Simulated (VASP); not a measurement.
# ZrSn2S3 (P-3m1) in VASP: further runs

Runs on ZrSn2S3. Level: PBE. Tasks: single point, relaxation of cell and atoms.

Program: VASP 6.6.1. These are calculated values, not measurements. Logs are shortened: lines on timing, memory, paths and dates and some standing lists are left out, and cuts for length are marked.

**1. The cell of the first run**

It takes space group P-3m1 (No. 164, trigonal). Conventional cell: a = 4.099 Å, b = 4.099 Å, c = 10.111 Å, α = 90.00°, β = 90.00°, γ = 120.00°. Zr (site symmetry -3m) has 6 S at 2.90 Å within 3.8 Å. Within 3.8 Å of Sn (site symmetry 3m) lie 6 S at 2.90 to 2.92 Å. S (site symmetry 3m) has 3 Sn at 2.90 Å and 3 Zr at 2.90 Å within 3.8 Å. S (site symmetry -3m) has 6 Sn at 2.92 Å within 3.8 Å.

The cell was built from a structure type or drawn by symmetry, and may not be a known phase.

**2. Single point, PBE**

File INCAR:

```
SYSTEM = ZrSn2S3
  PREC = Accurate
  ENCUT = 520
  EDIFF = 1E-7
  ISMEAR = 0
  SIGMA = 0.1
  LREAL = .False.
  LASPH = .True.
  NELM = 100
  ALGO = Normal
  ISIF = 2
  LWAVE = .False.
  LCHARG = .True.
  GGA = PE
  LELF = .True.
  LVHAR = .True.
  NBANDS = 38
```

File KPOINTS:

```
regular mesh
0
Gamma
  6 6 2
  0 0 0
```

File POSCAR:

```
ZrSn2S3
1.0
    4.0986555600      0.0000000000      0.0000000000
   -2.0493277800      3.5495398300      0.0000000000
    0.0000000000      0.0000000000     10.1108245200
Zr Sn S
1 2 3
Direct
    0.0000000000      0.0000000000      0.0000000000
    0.3333333300      0.6666666700      0.6686666600
    0.6666666700      0.3333333300      0.3313333400
    0.3333333300      0.6666666700      0.1657571800
    0.6666666700      0.3333333300      0.8342428200
    0.0000000000      0.0000000000      0.5000000000
```

Potentials or basis: VASP PAW PBE potentials, release 64 (Zr_sv, Sn_d, S).

Started as:

```console
cat potpaw_PBE.64/Zr_sv/POTCAR potpaw_PBE.64/Sn_d/POTCAR potpaw_PBE.64/S/POTCAR > POTCAR
mpirun -np 1 vasp_std > vasp.out
```

OUTCAR:

```text
SYSTEM = ZrSn2S3
   PREC = Accurate
   ENCUT = 520
   EDIFF = 1E-7
   ISMEAR = 0
   LREAL = .False.
   LASPH = .True.
   NELM = 100
   ISIF = 2
   GGA = PE

 ion  position               nearest neighbor table
   1  0.000  0.000  0.000-   4 2.90   5 2.90   4 2.90   5 2.90   5 2.90   4 2.90
   2  0.333  0.667  0.669-   5 2.90   5 2.90   5 2.90   6 2.92   6 2.92   6 2.92
   3  0.667  0.333  0.331-   4 2.90   4 2.90   4 2.90   6 2.92   6 2.92   6 2.92
   4  0.333  0.667  0.166-   3 2.90   3 2.90   3 2.90   1 2.90   1 2.90   1 2.90
   5  0.667  0.333  0.834-   2 2.90   2 2.90   2 2.90   1 2.90   1 2.90   1 2.90
   6  0.000  0.000  0.500-   2 2.92   3 2.92   2 2.92   3 2.92   3 2.92   2 2.92

  LATTYP: Found a hexagonal cell.
 ALAT       =     4.0986555600
 C/A-ratio  =     2.4668636757

  Lattice vectors:

 A1 = (   4.0986555600,   0.0000000000,   0.0000000000)
 A2 = (  -2.0493277800,   3.5495398300,   0.0000000000)
 A3 = (   0.0000000000,   0.0000000000,  10.1108245200)

Analysis of symmetry for initial positions (statically):
=====================================================================
 Subroutine PRICEL returns:
 Original cell was already a primitive cell.

 Routine SETGRP: Setting up the symmetry group for a
 hexagonal supercell.

 Subroutine GETGRP returns: Found 12 space group operations
 (whereof 12 operations were pure point group operations)
 out of a pool of 24 trial point group operations.

The static configuration has the point symmetry D_3d.

Analysis of symmetry for dynamics (positions and initial velocities):
=====================================================================
 Subroutine PRICEL returns:
 Original cell was already a primitive cell.

 Routine SETGRP: Setting up the symmetry group for a
 hexagonal supercell.

 Subroutine GETGRP returns: Found 12 space group operations
 (whereof 12 operations were pure point group operations)
 out of a pool of 24 trial point group operations.

The dynamic configuration has the point symmetry D_3d.

 Subroutine INISYM returns: Found 12 space group operations
 (whereof 12 operations are pure point group operations),
 and found     1 'primitive' translations

----------------------------------------------------------------------------------------

                                     Primitive cell

  volume of cell :     147.0957

  direct lattice vectors                    reciprocal lattice vectors
     4.098655560  0.000000000  0.000000000     0.243982444  0.140863330  0.000000000
    -2.049327780  3.549539830  0.000000000     0.000000000  0.281726660  0.000000000
     0.000000000  0.000000000 10.110824520     0.000000000  0.000000000  0.098903902

  length of vectors
     4.098655560  4.098655555 10.110824520     0.281726659  0.281726660  0.098903902

  position of ions in fractional coordinates (direct lattice)
     0.000000000  0.000000000  0.000000000
     0.333333330  0.666666670  0.668666660
     0.666666670  0.333333330  0.331333340
     0.333333330  0.666666670  0.165757180
     0.666666670  0.333333330  0.834242820
     0.000000000  0.000000000  0.500000000

  ion indices of the primitive-cell ions
   primitive index   ion index
                 1           1
                 2           2
                 3           3
                 4           4
                 5           5
                 6           6

----------------------------------------------------------------------------------------

 KPOINTS: regular mesh

Automatic generation of k-mesh.
 Grid dimensions read from file:
 generate k-points for:    6    6    2

 Generating k-lattice:

  Cartesian coordinates                     Fractional coordinates (reciprocal lattice)
     0.040663741  0.023477222  0.000000000     0.166666667  0.000000000  0.000000000
     0.000000000  0.046954443  0.000000000     0.000000000  0.166666667  0.000000000
     0.000000000  0.000000000  0.049451951     0.000000000  0.000000000  0.500000000

  Length of vectors
     0.046954443  0.046954443  0.049451951

  Shift w.r.t. Gamma in fractional coordinates (k-lattice)
     0.000000000  0.000000000  0.000000000

 Subroutine IBZKPT returns following result:
 ===========================================

 Found     14 irreducible k-points:

 Following reciprocal coordinates:
            Coordinates               Weight
  0.000000  0.000000  0.000000      1.000000
  0.166667 -0.000000  0.000000      6.000000
  0.333333 -0.000000  0.000000      6.000000
  0.500000  0.000000  0.000000      3.000000
  0.166667  0.166667  0.000000      6.000000
  0.333333  0.166667  0.000000     12.000000
  0.333333  0.333333  0.000000      2.000000
  0.000000  0.000000  0.500000      1.000000
  0.166667 -0.000000  0.500000      6.000000
  0.333333 -0.000000  0.500000      6.000000
  0.500000  0.000000  0.500000      3.000000
  0.166667  0.166667  0.500000      6.000000
  0.333333  0.166667  0.500000     12.000000
  0.333333  0.333333  0.500000      2.000000
[... 32 lines left out ...]
   EFERMI =   0.00;   METHOD = LEGACY
   ISMEAR =     0;   SIGMA  =   0.10  broadening in eV -4-tet -1-fermi 0-gaus
   EFERMI_NEDOS =   21; number of points for ismear=-14 and -15
   IALGO  =     38    algorithm
   IMIX   =      4    mixing-type and parameters
     AMIX     =   0.40;   BMIX     =  1.00
     AMIX_MAG =   1.60;   BMIX_MAG =  1.00
  volume/ion in A,a.u.               =      24.52       165.44
  Fermi-wavevector in a.u.,A,eV,Ry     =   1.200469  2.268557 19.607695  1.441125
  Thomas-Fermi vector in A             =   2.336304
   LORBIT       =      0    0 simple, 1 ext, 2 COOP (PROOUT), +10 PAW based schemes
   GGA     = PE    functional components
   LHFCALC =     F    Hartree Fock is set to
   AEXX    =    0.0000 exact exchange contribution
   IVDW    =     0    specifies the selected vdW correction
   LEPSILON=     F    determine dielectric tensor
   LRPA    =     F    only Hartree local field effects (RPA)
 non-spin polarized calculation
 Gauss-broadening in eV      SIGMA  =   0.10
  energy-cutoff  :      520.00
  volume of cell :      147.10
 maximum number of plane-waves:      4027
   NGX = 15   NGY = 15   NGZ = 37

 number of electron      58.0000020 magnetization

 Free energy of the ion-electron system (eV)
  ---------------------------------------------------
  ext. energy  EPLUGINS =         0.00000000
  ---------------------------------------------------
  free energy    TOTEN  =       -31.59292853 eV

  energy without entropy =      -31.56718588  energy(sigma->0) =      -31.58005720

 E-fermi :   7.3165     XC(G=0):  -9.8459

 val. band max:        7.3037780487   @ k =   0.3333  -0.0000   0.5000
 cond. band min:       7.3203225864   @ k =   0.0000   0.0000   0.5000
 fundamental gap:      0.0165445377
 Fermi energy:         7.3165349748

 k-point     1 :       0.0000    0.0000    0.0000
  band No.  band energies     occupation
      1     -43.1499      2.00000
      2     -21.1294      2.00000
      3     -21.1294      2.00000
      4     -21.0579      2.00000
      5     -15.2488      2.00000
      6     -15.2488      2.00000
[... 30 lines left out ...]
     37       9.7168      0.00000
     38       9.8667      0.00000

 k-point     2 :       0.1667   -0.0000    0.0000
  band No.  band energies     occupation
      1     -43.1491      2.00000
      2     -21.1459      2.00000
      3     -21.1332      2.00000
      4     -21.0546      2.00000
      5     -15.2520      2.00000
      6     -15.2470      2.00000
[... 30 lines left out ...]
     37       9.4949      0.00000
     38      10.4934      0.00000

 k-point     3 :       0.3333   -0.0000    0.0000
  band No.  band energies     occupation
      1     -43.1474      2.00000
      2     -21.1786      2.00000
      3     -21.1408      2.00000
      4     -21.0479      2.00000
      5     -15.2609      2.00000
      6     -15.2520      2.00000
[... 30 lines left out ...]
     37       9.4818      0.00000
[... 371 lines left out ...]
 k-point    13 :       0.3333    0.1667    0.5000
  band No.  band energies     occupation
      1     -43.1465      2.00000
      2     -21.1864      2.00000
      3     -21.1532      2.00000
      4     -21.0446      2.00000
      5     -15.2603      2.00000
      6     -15.2504      2.00000
[... 30 lines left out ...]
     37      10.2682      0.00000
     38      10.5719      0.00000

 k-point    14 :       0.3333    0.3333    0.5000
  band No.  band energies     occupation
      1     -43.1461      2.00000
      2     -21.1749      2.00000
      3     -21.1749      2.00000
      4     -21.0430      2.00000
      5     -15.2551      2.00000
      6     -15.2465      2.00000
[... 30 lines left out ...]
     37       9.7794      0.00000
     38      11.0691      0.00000

------------------------ aborting loop because EDIFF is reached ----------------------------------------

  FORCE on cell =-STRESS in cart. coord.  units (eV):
  Direction    XX          YY          ZZ          XY          YZ          ZX
  --------------------------------------------------------------------------------------
  -------------------------------------------------------------------------------------
  Total       -5.2802228     -5.2802227     -3.9805547      0.0000000      0.0000000      0.0000000
  in kB      -57.5125703    -57.5125701    -43.3564912      0.0000000      0.0000000      0.0000000
  external PRESSURE =     -52.7938772 kB  Pullay stress =       0.0000000 kB

 VOLUME and BASIS-vectors are now :
 -----------------------------------------------------------------------------
  energy-cutoff  :      520.00
  volume of cell :      147.10
      direct lattice vectors                 reciprocal lattice vectors
     4.098655560  0.000000000  0.000000000     0.243982444  0.140863330  0.000000000
    -2.049327780  3.549539830  0.000000000     0.000000000  0.281726660  0.000000000
     0.000000000  0.000000000 10.110824520     0.000000000  0.000000000  0.098903902

 POSITION                                       TOTAL-FORCE (eV/Angst)
 -----------------------------------------------------------------------------------
      0.00000      0.00000      0.00000        -0.000000      0.000000      0.000000
     -0.00000      2.36636      6.76077        -0.000000      0.000000     -0.127944
      2.04933      1.18318      3.35005         0.000000      0.000000      0.127944
     -0.00000      2.36636      1.67594         0.000000      0.000000     -1.393051
      2.04933      1.18318      8.43488        -0.000000      0.000000      1.393051
      0.00000      0.00000      5.05541        -0.000000      0.000000      0.000000
 -----------------------------------------------------------------------------------
    total drift:                                0.000000      0.000000     -0.000000

  FREE ENERGIE OF THE ION-ELECTRON SYSTEM (eV)
  ---------------------------------------------------
  free  energy   TOTEN  =       -31.5929285320 eV

  energy  without entropy=      -31.5671858773  energy(sigma->0) =      -31.58005720
```

It took 1.8 min on 1 thread of Intel Xeon Platinum 8375C at 2.90GHz (Ice Lake), shared host; peak memory 0.29 GiB.

What came out:

```
Free energy            : -31.5929 eV
Pressure               : -5.3 GPa
Largest force          : 1.393 eV/Å
Band gap on the k mesh : zero (bands 29 and 30 overlap by 0.60 eV)
```

Forces in eV/Å, atoms in the order of the input:
```
Zr   0.000  0.000  0.000
Sn   0.000  0.000 -0.128
Sn   0.000  0.000  0.128
S    0.000  0.000 -1.393
S    0.000  0.000  1.393
S    0.000  0.000  0.000
```

Caveat: the cell stands under tension; spin-orbit coupling is left out, which moves the levels of the heavy elements; forces of over 1 eV/Å act on the atoms, so gaps and moduli don't describe the material at rest.

**3. Relaxation of cell and atoms, PBE**

File INCAR:

```
SYSTEM = ZrSn2S3
  PREC = Accurate
  ENCUT = 600
  EDIFF = 1E-6
  ISMEAR = 0
  SIGMA = 0.1
  LREAL = .FALSE.
  LASPH = .TRUE.
  NELM = 100
  ALGO = Normal
  ISIF = 3
  LWAVE = .FALSE.
  LCHARG = .FALSE.
  GGA = PE
  IBRION = 2
  NSW = 90
  EDIFFG = -0.04
```

File KPOINTS:

```
Automatic mesh
0
G
  6 6 2
  0 0 0
```

POSCAR is that of step 2.

Potentials or basis: VASP PAW PBE potentials, release 64 (Zr_sv, Sn_d, S).

Started as:

```console
cat potpaw_PBE.64/Zr_sv/POTCAR potpaw_PBE.64/Sn_d/POTCAR potpaw_PBE.64/S/POTCAR > POTCAR
mpirun -np 1 vasp_std > vasp.out
```

It took 31 min on 1 thread of Intel Xeon Platinum 8375C at 2.90GHz (Ice Lake), shared host; peak memory 0.39 GiB.

Results (log left out):

```yaml
Free_energy: -33.5371 eV
Relaxed_volume: 23.74 Å³/atom
Relaxed_cell: a = 3.603 Å, b = 3.603 Å, c = 12.670 Å, α = 90.00°, β = 90.00°, γ = 120.00°
Space_group_after_relaxing_to_0.1_Å: P-3m1 (No. 164)
Energy_gained_by_relaxing: 323.9 meV/atom
Ionic_steps: 29
Pressure_after_relaxing: 0.0 GPa
Largest_force_after_relaxing: 0.010 eV/Å
Band_gap_on_the_k_mesh: zero (bands 29 and 30 overlap by 1.16 eV)
```

Forces on the atoms (eV/Å):
```
Zr   0.000  0.000  0.000
Sn   0.000  0.000  0.007
Sn   0.000  0.000 -0.007
S    0.000  0.000 -0.010
S    0.000  0.000  0.010
S    0.000  0.000  0.000
```

Step by step:
| step | energy change (eV) | largest force (eV/Å) | pressure (GPa) | volume (Å³) |
| --- | --- | --- | --- | --- |
| 1 | 0.0000 | 1.3934 | -5.24 | 147.10 |
| 2 | -0.3763 | 1.1104 | 2.31 | 130.67 |
| 3 | -0.3780 | 1.1334 | 1.74 | 131.55 |
| 4 | -0.5699 | 0.8525 | 1.83 | 132.02 |
| 5 | -0.9675 | 0.2706 | 3.56 | 133.18 |
| 6 | 0.6126 | 4.8857 | 14.59 | 134.52 |
| 7 | -0.9504 | 0.9501 | 4.75 | 133.39 |
| 8 | -1.0365 | 1.0870 | 3.95 | 135.21 |
| 9 | -1.1949 | 1.3831 | 2.20 | 140.63 |
| 10 | -1.0873 | 2.0280 | 0.62 | 151.21 |
| 11 | -1.2015 | 1.6515 | 1.45 | 144.91 |
| 12 | -1.3288 | 1.4091 | 0.42 | 146.11 |
| 13 | -1.5833 | 0.7249 | -2.49 | 149.67 |
| 14 | -1.4174 | 1.2822 | -7.17 | 156.61 |
| 15 | -1.6323 | 0.7605 | -4.14 | 151.81 |
| 16 | -1.7537 | 0.6714 | -3.50 | 148.91 |
| 17 | -1.8898 | 0.4608 | -1.96 | 143.12 |
| 18 | -1.8984 | 0.5028 | -1.33 | 141.16 |
| 19 | -1.9240 | 0.2480 | -0.16 | 139.67 |
| 20 | -1.9271 | 0.1804 | 0.43 | 138.93 |
| 21 | -1.9303 | 0.1548 | 0.33 | 139.40 |
| 22 | -1.9361 | 0.0802 | 0.01 | 140.81 |
| 23 | -1.9312 | 0.0601 | -0.59 | 143.66 |
| 24 | -1.9369 | 0.0563 | -0.18 | 141.61 |
| 25 | -1.9405 | 0.0203 | -0.02 | 141.70 |
| 26 | -1.9427 | 0.0285 | 0.22 | 141.83 |
| 27 | -1.9429 | 0.0423 | 0.27 | 141.86 |
| 28 | -1.9430 | 0.0567 | -0.23 | 142.96 |
| 29 | -1.9436 | 0.0104 | -0.01 | 142.45 |

Final structure:
```
CELL_PARAMETERS angstrom
3.60302 0.00000 0.00000
-1.80151 3.12030 0.00000
0.00000 0.00000 12.67029
ATOMIC_POSITIONS crystal
Zr 0.00000 0.00000 0.00000
Sn 0.33333 0.66667 0.65345
Sn 0.66667 0.33333 0.34655
S 0.33333 0.66667 0.12062
S 0.66667 0.33333 0.87938
S 0.00000 0.00000 0.50000
```

Levels at points of the mesh, in eV from the Fermi level:
```
           k point  band 25  band 26  band 27  band 28  band 29  band 30  band 31  band 32  band 33  band 34
(0.00, 0.00, 0.00)    -1.85    -1.27    -1.27    -1.18     0.56     0.70     0.70     1.78     3.59     3.59
(0.50, 0.00, 0.00)    -3.54    -2.94    -2.17    -1.97    -1.83    -0.44     0.65     1.21     2.24     2.61
(0.00, 0.00, 0.50)    -1.85    -1.85    -1.27    -1.27     0.70     0.70     1.30     1.57     3.57     3.66
(0.50, 0.00, 0.50)    -3.00    -2.93    -2.71    -2.18    -1.77    -0.29     0.70     1.36     2.33     2.59
```

Caveat: a cell axis changed by over 15 % at a fixed basis, so the end point is rough; spin-orbit coupling is left out, which moves the levels of the heavy elements.

**4. Single point, PBE**

This run uses another cell than the first one, of 23.92 Å³/atom.

File INCAR:

```
SYSTEM = ZrSn2S3
PREC = Accurate
ENCUT = 520
EDIFF = 1E-6
ISMEAR = 0
SIGMA = 0.1
LREAL = .False.
LASPH = .True.
NELM = 80
ALGO = Normal
ISIF = 2
LWAVE = .False.
LCHARG = .False.
GGA = PE
NBANDS = 38
```

File KPOINTS:

```
regular mesh
0
Gamma
  12 12 4
  0 0 0
```

File POSCAR:

```
ZrSn2S3
1.0
    3.6068280795      0.0000000000      0.0000000000
   -1.8034140397      3.1236047440      0.0000000000
    0.0000000000      0.0000000000     12.7403218134
Zr Sn S
1 2 3
Direct
    0.0000000000      0.0000000000      0.0000000000
    0.3333333333      0.6666666667      0.6516229555
    0.6666666667      0.3333333333      0.3483770445
    0.3333333333      0.6666666667      0.1195361546
    0.6666666667      0.3333333333      0.8804638454
    0.0000000000      0.0000000000      0.5000000000
```

Started as:

```console
cat potpaw_PBE.64/Zr_sv/POTCAR potpaw_PBE.64/Sn_d/POTCAR potpaw_PBE.64/S/POTCAR > POTCAR
mpirun -np 1 vasp_std > vasp.out
```

Run time: 5 min. Hardware: 1 thread of Intel Xeon Platinum 8375C at 2.90GHz (Ice Lake), shared host; peak memory 0.48 GiB.

The run converged. Its results:

```
Free energy            : -33.5514 eV
Pressure               : 0.0 GPa
Largest force          : 0.005 eV/Å
Band gap on the k mesh : zero (bands 29 and 30 overlap by 1.30 eV)
```

Forces in eV/Å, atoms in the order of the input:
```
Zr   0.000  0.000  0.000
Sn   0.000  0.000  0.005
Sn   0.000  0.000 -0.005
S    0.000  0.000  0.004
S    0.000  0.000 -0.004
S    0.000  0.000  0.000
```

Levels at points of the mesh, in eV from the Fermi level:
| k point | band 26 | band 27 | band 28 | band 29 | band 30 | band 31 | band 32 | band 33 |
| --- | --- | --- | --- | --- | --- | --- | --- | --- |
| (0.00, 0.00, 0.00) | -1.24 | -1.24 | -1.20 | 0.58 | 0.71 | 0.71 | 1.78 | 3.64 |
| (0.50, 0.00, 0.00) | -2.96 | -2.14 | -1.97 | -1.80 | -0.40 | 0.70 | 1.22 | 2.28 |
| (0.00, 0.00, 0.50) | -1.88 | -1.24 | -1.24 | 0.71 | 0.71 | 1.32 | 1.52 | 3.59 |
| (0.50, 0.00, 0.50) | -2.94 | -2.68 | -2.15 | -1.74 | -0.25 | 0.75 | 1.35 | 2.36 |

Caveat: spin-orbit coupling is left out, which moves the levels of the heavy elements.

**5. Overview**

```csv
task,cell,k mesh,cutoff (eV),gap on the mesh (eV),pressure (GPa),largest force (eV/Å)
single point,"a = 4.099, b = 4.099, c = 10.111 Å, angles 90.0, 90.0, 120.0°, 6 atoms, atomic positions A",6 × 6 × 2,520,none,-5.3,1.39
relaxation of cell and atoms,"relaxed from a = 4.099, b = 4.099, c = 10.111 Å, angles 90.0, 90.0, 120.0°, 6 atoms, atomic positions A",6 × 6 × 2,600,none,0.0,0.01
single point,"a = 3.607, b = 3.607, c = 12.740 Å, angles 90.0, 90.0, 120.0°, 6 atoms, atomic positions B",12 × 12 × 4,520,none,0.0,0.01
```

Alike in all rows: level PBE; potentials or basis VASP PAW PBE potentials, release 64 (Zr_sv, Sn_d, S); no spin polarisation; smearing gaussian 0.1 eV.

Caveats: spin-orbit coupling is left out, which moves the levels of the heavy elements; the cell stands under tension (at least some runs); forces of over 1 eV/Å act on the atoms, so gaps and moduli don't describe the material at rest (at least some runs); a cell axis changed by over 15 % at a fixed basis, so the end point is rough (at least some runs).

Absolute energies hang on the potentials; compare differences alone.
